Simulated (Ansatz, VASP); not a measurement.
## One calculation of TiSi, two programs

```
Ti Si
1.0
     0.00000    2.49420    2.49420
     2.49420    0.00000    2.49420
     2.49420    2.49420    0.00000
Ti Si
1 1
Direct
  0.00000 0.00000 0.00000
  0.50000 0.50000 0.50000
```

Alike in both runs: task single point; functional LDA; k mesh 10 × 10 × 10; occupations fermi-dirac, width 0.15 eV; no spin polarisation.

```csv
,VASP,Ansatz
version,VASP 6.6.1,Ansatz 0.2.0
potentials or method,"VASP PAW LDA potentials, release 64 (Ti_sv, Si), cutoff 500 eV","scalar-relativistic, plane waves, PAW"
valence electrons in the cell,16,16
```

Ansatz gave:

```
gap on the k mesh at the Fermi level (eV) : none
pressure (GPa)                            : 0.3
```

Question: Which values does VASP return?

Answer: gap on the k mesh at the Fermi level (eV): none; pressure (GPa): 0.5.

LDA's correlation is that of Perdew and Zunger in VASP and of Perdew and Wang (1992) in Ansatz. A gap of «none» marks a metal or a gap that the smearing closes.
